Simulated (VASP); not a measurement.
# Sn2H3Br (P3m1) in VASP: notebook

The runs below take Sn2H3Br through single point, with PBE.

Everything below comes from runs of VASP 6.6.1. Logs are shortened: lines on timing, memory, paths and dates and some standing lists are left out, and cuts for length are marked.

### 1 The cell of the first run

It takes space group P3m1 (No. 156, trigonal). Conventional cell: a = 3.558 Å, b = 3.558 Å, c = 10.283 Å, α = 90.00°, β = 90.00°, γ = 120.00°. Within 2.7 Å of Sn (site symmetry 3m) lie 3 H at 2.07 Å. Sn (site symmetry 3m) has 3 H at 2.08 Å within 2.8 Å. H (site symmetry 3m) has 3 Br at 2.05 Å within 2.7 Å. H (site symmetry 3m) has 3 Sn at 2.08 Å within 2.8 Å. H (site symmetry 3m) has 3 Sn at 2.07 Å within 2.7 Å. Within 2.7 Å of Br (site symmetry 3m) lie 3 H at 2.05 Å.

The cell was built from a structure type or drawn by symmetry, and may not be a known phase.

### 2 Single point, PBE

INCAR

```
ALGO = Normal
EDIFF = 1E-6
ENCUT = 520
GGA = PE
ISIF = 2
ISMEAR = 0
LASPH = T
LCHARG = F
LREAL = F
LWAVE = F
NBANDS = 28
NELM = 60
PREC = Accurate
SIGMA = 0.15
```

KPOINTS

```
k-points
0
Gamma
  3 3 2
```

POSCAR

```
Sn2H3Br
1.0
    3.5579197822      0.0000000025      0.0000000000
   -1.7789598932      3.0812489148      0.0000000000
    0.0000000000      0.0000000000     10.2830194422
Sn H Br
2 3 1
Direct
    0.3333333333      0.6666666667      0.8495815575
    0.3333333333      0.6666666667      0.1487972283
    0.6666666667      0.3333333333      0.4984774759
    0.6666666667      0.3333333333      0.1820758859
    0.0000000000      0.0000000000      0.8218843149
    0.0000000000      0.0000000000      0.4991825575
```

Potentials or basis: VASP PAW PBE potentials, release 64 (Sn_d, H, Br).

Launch:

```console
> cat potpaw_PBE.64/Sn_d/POTCAR potpaw_PBE.64/H/POTCAR potpaw_PBE.64/Br/POTCAR > POTCAR
> mpirun -np 1 vasp_std > vasp.out
```

OUTCAR:

```text
EDIFF = 1E-6
   ENCUT = 520
   GGA = PE
   ISIF = 2
   ISMEAR = 0
   LASPH = T
   LREAL = F
   NELM = 60
   PREC = Accurate

 ion  position               nearest neighbor table
   1  0.333  0.667  0.850-   5 2.07   5 2.07   5 2.07   2 3.08
   2  0.333  0.667  0.149-   4 2.08   4 2.08   4 2.08   1 3.08
   3  0.667  0.333  0.498-
   4  0.667  0.333  0.182-   2 2.08   2 2.08   2 2.08
   5  0.000  0.000  0.822-   1 2.07   1 2.07   1 2.07
   6  0.000  0.000  0.499-

  LATTYP: Found a hexagonal cell.
 ALAT       =     3.5579197822
 C/A-ratio  =     2.8901774272

  Lattice vectors:

 A1 = (   3.5579197822,   0.0000000025,   0.0000000000)
 A2 = (  -1.7789598932,   3.0812489148,   0.0000000000)
 A3 = (   0.0000000000,   0.0000000000,  10.2830194422)

Analysis of symmetry for initial positions (statically):
=====================================================================
 Subroutine PRICEL returns:
 Original cell was already a primitive cell.

 Routine SETGRP: Setting up the symmetry group for a
 hexagonal supercell.

 Subroutine GETGRP returns: Found  6 space group operations
 (whereof  6 operations were pure point group operations)
 out of a pool of 24 trial point group operations.

The static configuration has the point symmetry C_3v.

Analysis of symmetry for dynamics (positions and initial velocities):
=====================================================================
 Subroutine PRICEL returns:
 Original cell was already a primitive cell.

 Routine SETGRP: Setting up the symmetry group for a
 hexagonal supercell.

 Subroutine GETGRP returns: Found  6 space group operations
 (whereof  6 operations were pure point group operations)
 out of a pool of 24 trial point group operations.

The dynamic configuration has the point symmetry C_3v.

 Subroutine INISYM returns: Found  6 space group operations
 (whereof  6 operations are pure point group operations),
 and found     1 'primitive' translations

----------------------------------------------------------------------------------------

                                     Primitive cell

  volume of cell :     112.7311

  direct lattice vectors                    reciprocal lattice vectors
     3.557919782  0.000000003  0.000000000     0.281063110  0.162271863  0.000000000
    -1.778959893  3.081248915  0.000000000    -0.000000000  0.324543725  0.000000000
     0.000000000  0.000000000 10.283019442     0.000000000  0.000000000  0.097247701

  length of vectors
     3.557919782  3.557919782 10.283019442     0.324543725  0.324543725  0.097247701

  position of ions in fractional coordinates (direct lattice)
     0.333333333  0.666666667  0.849581558
     0.333333333  0.666666667  0.148797228
     0.666666667  0.333333333  0.498477476
     0.666666667  0.333333333  0.182075886
     0.000000000  0.000000000  0.821884315
     0.000000000  0.000000000  0.499182557

  ion indices of the primitive-cell ions
   primitive index   ion index
                 1           1
                 2           2
                 3           3
                 4           4
                 5           5
                 6           6

----------------------------------------------------------------------------------------

 KPOINTS: k-points

Automatic generation of k-mesh.
 Grid dimensions read from file:
 generate k-points for:    3    3    2

 Generating k-lattice:

  Cartesian coordinates                     Fractional coordinates (reciprocal lattice)
     0.093687703  0.054090621  0.000000000     0.333333333 -0.000000000  0.000000000
    -0.000000000  0.108181242  0.000000000     0.000000000  0.333333333  0.000000000
     0.000000000  0.000000000  0.048623850     0.000000000  0.000000000  0.500000000

  Length of vectors
     0.108181242  0.108181242  0.048623850

  Shift w.r.t. Gamma in fractional coordinates (k-lattice)
     0.000000000  0.000000000  0.000000000

 Subroutine IBZKPT returns following result:
 ===========================================

 Found      6 irreducible k-points:

 Following reciprocal coordinates:
            Coordinates               Weight
  0.000000  0.000000  0.000000      1.000000
  0.333333  0.000000  0.000000      6.000000
  0.333333  0.333333  0.000000      2.000000
  0.000000  0.000000  0.500000      1.000000
  0.333333  0.000000  0.500000      6.000000
  0.333333  0.333333  0.500000      2.000000
   k-points           NKPTS =      6   k-points in BZ     NKDIM =      6   number of bands    NBANDS=     28
   number of dos      NEDOS =    301   number of ions     NIONS =      6
   total plane-waves  NPLWV =  62720
   dimension x,y,z NGX =    28 NGY =   28 NGZ =   80
   dimension x,y,z NGXF=    56 NGYF=   56 NGZF=  160
   ions per type =               2   3   1
   NGX,Y,Z   is equivalent  to a cutoff of  13.08, 13.08, 12.93 a.u.
   NGXF,Y,Z  is equivalent  to a cutoff of  26.17, 26.17, 25.87 a.u.
 SYSTEM =  unknown system
   PREC   = accura    normal or accurate (medium, high low for compatibility)
   ISTART =      0    job   : 0-new  1-cont  2-samecut
   ICHARG =      2    charge: 1-file 2-atom 10-const
   ISPIN  =      1    spin polarized calculation?
   LNONCOLLINEAR =      F non collinear calculations
   LSORBIT =      F    spin-orbit coupling
   LASPH  =      T    aspherical Exc in radial PAW
   ENCUT  =  520.0 eV  38.22 Ry    6.18 a.u.   6.62  6.62 19.12*2*pi/ulx,y,z
   NELM   =     60;   NELMIN=  2; NELMDL= -5     # of ELM steps
   EDIFF  = 0.1E-05   stopping-criterion for ELM
   LREAL  =      F    real-space projection
   EDIFFG = 0.1E-04   stopping-criterion for IOM
   NSW    =      0    number of steps for IOM
   IBRION =     -1    ionic relax: 0-MD 1-quasi-New 2-CG
   NFREE  =      0    steps in history (QN), initial steepest desc. (CG)
   ISIF   =      2    stress and relaxation
   ISYM   =      2    0-nonsym 1-usesym 2-fastsym
   POTIM  = 0.5000    time-step for ionic-motion
   TEBEG  =    0.0;   TEEND  =   0.0 temperature during run
   PSTRESS=    0.0 pullay stress
   NELECT =      38.0000    total number of electrons
   NUPDOWN=      -1.0000    fix difference up-down
   EMIN   =  10.00;   EMAX   =-10.00  energy-range for DOS
   EFERMI =   0.00;   METHOD = LEGACY
   ISMEAR =     0;   SIGMA  =   0.15  broadening in eV -4-tet -1-fermi 0-gaus
   EFERMI_NEDOS =   21; number of points for ismear=-14 and -15
   IALGO  =     38    algorithm
   IMIX   =      4    mixing-type and parameters
     AMIX     =   0.40;   BMIX     =  1.00
     AMIX_MAG =   1.60;   BMIX_MAG =  1.00
  volume/ion in A,a.u.               =      18.79       126.79
  Fermi-wavevector in a.u.,A,eV,Ry     =   1.139344  2.153048 17.661784  1.298105
  Thomas-Fermi vector in A             =   2.276047
   LORBIT       =      0    0 simple, 1 ext, 2 COOP (PROOUT), +10 PAW based schemes
   GGA     = PE    functional components
   LHFCALC =     F    Hartree Fock is set to
   AEXX    =    0.0000 exact exchange contribution
   IVDW    =     0    specifies the selected vdW correction
   LEPSILON=     F    determine dielectric tensor
   LRPA    =     F    only Hartree local field effects (RPA)
 non-spin polarized calculation
 Gauss-broadening in eV      SIGMA  =   0.15
  energy-cutoff  :      520.00
  volume of cell :      112.73
 maximum number of plane-waves:      3063
 NGX is ok and might be reduce to    28
   NGX = 13   NGY = 13   NGZ = 39

 number of electron      38.0000005 magnetization

 Free energy of the ion-electron system (eV)
  ---------------------------------------------------
  ext. energy  EPLUGINS =         0.00000000
  ---------------------------------------------------
  free energy    TOTEN  =       -17.88511152 eV

  energy without entropy =      -17.85512213  energy(sigma->0) =      -17.87011683

 E-fermi :   3.2979     XC(G=0):  -8.8501

 val. band max:        3.2457678603   @ k =   0.0000   0.0000   0.0000
 cond. band min:       4.1755565463   @ k =   0.3333   0.3333   0.5000
 fundamental gap:      0.9297886859
 Fermi energy:         3.2978836079

 k-point     1 :       0.0000    0.0000    0.0000
  band No.  band energies     occupation
      1     -17.6574      2.00000
      2     -17.5413      2.00000
      3     -17.5413      2.00000
      4     -17.5111      2.00000
      5     -17.5111      2.00000
      6     -17.5013      2.00000
[... 20 lines left out ...]
     27      13.1699      0.00000
     28      13.1827      0.00000

 k-point     2 :       0.3333    0.0000    0.0000
  band No.  band energies     occupation
      1     -17.6272      2.00000
      2     -17.5612      2.00000
      3     -17.5422      2.00000
      4     -17.5256      2.00000
      5     -17.5189      2.00000
      6     -17.4744      2.00000
[... 20 lines left out ...]
     27      11.0322      0.00000
     28      11.7102      0.00000

 k-point     3 :       0.3333    0.3333    0.0000
  band No.  band energies     occupation
      1     -17.5898      2.00000
      2     -17.5455      2.00000
      3     -17.5418      2.00000
      4     -17.5218      2.00000
      5     -17.4933      2.00000
      6     -17.4877      2.00000
[... 20 lines left out ...]
     27      12.7728      0.00000
     28      12.9610      0.00000

 k-point     4 :       0.0000    0.0000    0.5000
  band No.  band energies     occupation
      1     -17.6574      2.00000
      2     -17.5413      2.00000
      3     -17.5413      2.00000
      4     -17.5110      2.00000
      5     -17.5110      2.00000
      6     -17.5013      2.00000
[... 20 lines left out ...]
     27      12.5974      0.00000
     28      13.2275      0.00000

 k-point     5 :       0.3333    0.0000    0.5000
  band No.  band energies     occupation
      1     -17.6272      2.00000
      2     -17.5612      2.00000
      3     -17.5421      2.00000
      4     -17.5256      2.00000
      5     -17.5189      2.00000
      6     -17.4744      2.00000
[... 20 lines left out ...]
     27      11.1397      0.00000
     28      12.1111      0.00000

 k-point     6 :       0.3333    0.3333    0.5000
  band No.  band energies     occupation
      1     -17.5898      2.00000
      2     -17.5454      2.00000
      3     -17.5418      2.00000
      4     -17.5218      2.00000
      5     -17.4933      2.00000
      6     -17.4877      2.00000
[... 20 lines left out ...]
     27      11.3503      0.00000
     28      11.6262      0.00000

------------------------ aborting loop because EDIFF is reached ----------------------------------------

  FORCE on cell =-STRESS in cart. coord.  units (eV):
  Direction    XX          YY          ZZ          XY          YZ          ZX
  --------------------------------------------------------------------------------------
  -------------------------------------------------------------------------------------
  Total       -0.1800789     -0.1800789      0.0114091     -0.0000000      0.0000000      0.0000000
  in kB       -2.5593503     -2.5593503      0.1621499     -0.0000000      0.0000000      0.0000000
  external PRESSURE =      -1.6521836 kB  Pullay stress =       0.0000000 kB

 VOLUME and BASIS-vectors are now :
 -----------------------------------------------------------------------------
  energy-cutoff  :      520.00
  volume of cell :      112.73
      direct lattice vectors                 reciprocal lattice vectors
     3.557919782  0.000000003  0.000000000     0.281063110  0.162271863  0.000000000
    -1.778959893  3.081248915  0.000000000    -0.000000000  0.324543725  0.000000000
     0.000000000  0.000000000 10.283019442     0.000000000  0.000000000  0.097247701

 POSITION                                       TOTAL-FORCE (eV/Angst)
 -----------------------------------------------------------------------------------
     -0.00000      2.05417      8.73626         0.000000      0.000000      0.021588
     -0.00000      2.05417      1.53008        -0.000000      0.000000     -0.005112
      1.77896      1.02708      5.12585        -0.000000     -0.000000      0.005556
      1.77896      1.02708      1.87229        -0.000000     -0.000000     -0.012545
      0.00000      0.00000      8.45145        -0.000000     -0.000000      0.004039
      0.00000      0.00000      5.13310         0.000000     -0.000000     -0.013527
 -----------------------------------------------------------------------------------
    total drift:                                0.000000     -0.000000     -0.000525

  FREE ENERGIE OF THE ION-ELECTRON SYSTEM (eV)
  ---------------------------------------------------
  free  energy   TOTEN  =       -17.8851115222 eV

  energy  without entropy=      -17.8551221324  energy(sigma->0) =      -17.87011683
```

Wall time 27 s (1 thread of Intel Xeon Platinum 8259CL at 2.50GHz (Skylake/Cascade Lake), shared host); peak memory 0.24 GiB.

What came out:

```yaml
Free_energy: -17.8851 eV
Pressure: -0.2 GPa
Largest_force: 0.022 eV/Å
Band_gap_on_the_k_mesh: zero (bands 19 and 20 overlap by 3.31 eV)
```

Forces on the atoms (eV/Å):
```
Sn   0.000  0.000  0.022
Sn   0.000  0.000 -0.005
H    0.000  0.000  0.006
H    0.000  0.000 -0.013
H    0.000  0.000  0.004
Br   0.000  0.000 -0.014
```

Levels at points of the mesh, in eV from the Fermi level:
| k point | band 17 | band 18 | band 19 | band 20 | band 21 | band 22 |
| --- | --- | --- | --- | --- | --- | --- |
| (0.00, 0.00, 0.00) | -1.06 | -0.05 | 2.46 | 3.28 | 3.64 | 5.47 |
| (0.00, 0.00, 0.50) | -1.06 | -0.10 | 1.70 | 3.46 | 3.68 | 5.47 |

Caveat: the k points lie up to 0.68 Å⁻¹ apart, too coarse for converged energies and pressures of a metal; spin-orbit coupling is left out, which moves the levels of the heavy elements.

### 3 Single point, PBE

This run uses another cell than the first one, of 31.50 Å³/atom.

INCAR

```
PREC = Accurate ; ENCUT = 520
EDIFF = 1E-6 ; ISMEAR = 0
SIGMA = 0.1 ; LREAL = False
LASPH = True ; NELM = 100
ALGO = Normal ; ISIF = 2
LWAVE = False ; LCHARG = False
GGA = PE ; NBANDS = 28
```

KPOINTS

```
Automatic mesh
0
Gamma
  6 6 4
```

POSCAR

```
Sn2H3Br
1.0
    4.8195284439      0.0000000000      0.0000000000
   -2.4097642220      4.1738340667      0.0000000000
    0.0000000000      0.0000000000      9.3964639749
Sn H Br
2 3 1
Direct
    0.6666666667      0.3333333333      0.1121429332
    0.3333333333      0.6666666667      0.0316876771
    0.6666666667      0.3333333333      0.2978504041
    0.0000000000      0.0000000000      0.4478236662
    0.0000000000      0.0000000000      0.5277404956
    0.3333333333      0.6666666667      0.7627548238
```

Potentials or basis: VASP PAW PBE potentials, release 64 (Sn_d, H, Br).

Launch:

```console
> cat potpaw_PBE.64/Sn_d/POTCAR potpaw_PBE.64/H/POTCAR potpaw_PBE.64/Br/POTCAR > POTCAR
> mpirun -np 1 vasp_std > vasp.out
```

Wall time 1.9 min (1 thread of Intel Xeon Platinum 8259CL at 2.50GHz (Skylake/Cascade Lake), shared host); peak memory 0.35 GiB.

The run converged. Its results:

```yaml
Free_energy: -19.9300 eV
Pressure: 0.0 GPa
Largest_force: 0.017 eV/Å
Band_gap_on_the_k_mesh: zero (filled and empty bands touch)
```

Forces in eV/Å, atoms in the order of the input:
```
Sn   0.000  0.000  0.015
Sn   0.000  0.000  0.004
H    0.000  0.000 -0.017
H    0.000  0.000  0.005
H    0.000  0.000 -0.006
Br   0.000  0.000 -0.002
```

Levels at points of the mesh, in eV from the Fermi level:
| k point | band 16 | band 17 | band 18 | band 19 | band 20 | band 21 | band 22 | band 23 |
| --- | --- | --- | --- | --- | --- | --- | --- | --- |
| (0.00, 0.00, 0.00) | -1.70 | -1.70 | -0.06 | -0.02 | -0.02 | 2.64 | 3.28 | 3.28 |
| (0.50, 0.00, 0.00) | -2.64 | -2.05 | -1.69 | -0.85 | 1.31 | 2.91 | 4.36 | 5.64 |
| (0.00, 0.00, 0.50) | -1.70 | -1.70 | -0.06 | -0.02 | -0.02 | 2.77 | 3.28 | 3.28 |
| (0.50, 0.00, 0.50) | -2.66 | -2.04 | -1.68 | -0.86 | 1.33 | 2.79 | 4.27 | 5.73 |

Caveat: spin-orbit coupling is left out, which moves the levels of the heavy elements.
